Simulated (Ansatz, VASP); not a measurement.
## TaN: VASP beside Ansatz

```xyz
2
Lattice="0.0000 2.3665 2.3665 2.3665 0.0000 2.3665 2.3665 2.3665 0.0000" Properties=species:S:1:pos:R:3 pbc="T T T"
Ta    0.0000    0.0000    0.0000
N     1.1833    1.1833    1.1833
```

Alike in both runs: task single point; functional r2SCAN; k mesh 12 × 12 × 12; occupations gaussian, width 0.05 eV; no spin polarisation.

|  | VASP | Ansatz |
| --- | --- | --- |
| version | VASP 6.6.1 | Ansatz 0.2.0 |
| potentials or method | VASP PAW PBE potentials, release 64 (Ta_sv_GW, N), cutoff 770 eV | scalar-relativistic, plane waves, PAW |
| valence electrons in the cell | 18 | 18 |

```csv
,VASP,Ansatz,Ansatz less VASP
gap on the k mesh at the Fermi level (eV),none,none,-
pressure (GPa),0.2,0.0,-0.18
```

VASP's potentials were made for PBE, not for r2SCAN. A gap of «none» marks a metal or a gap that the smearing closes. With one functional, cell and mesh, what is left measures potentials, basis and numerics.

Neither program's run includes spin-orbit coupling.
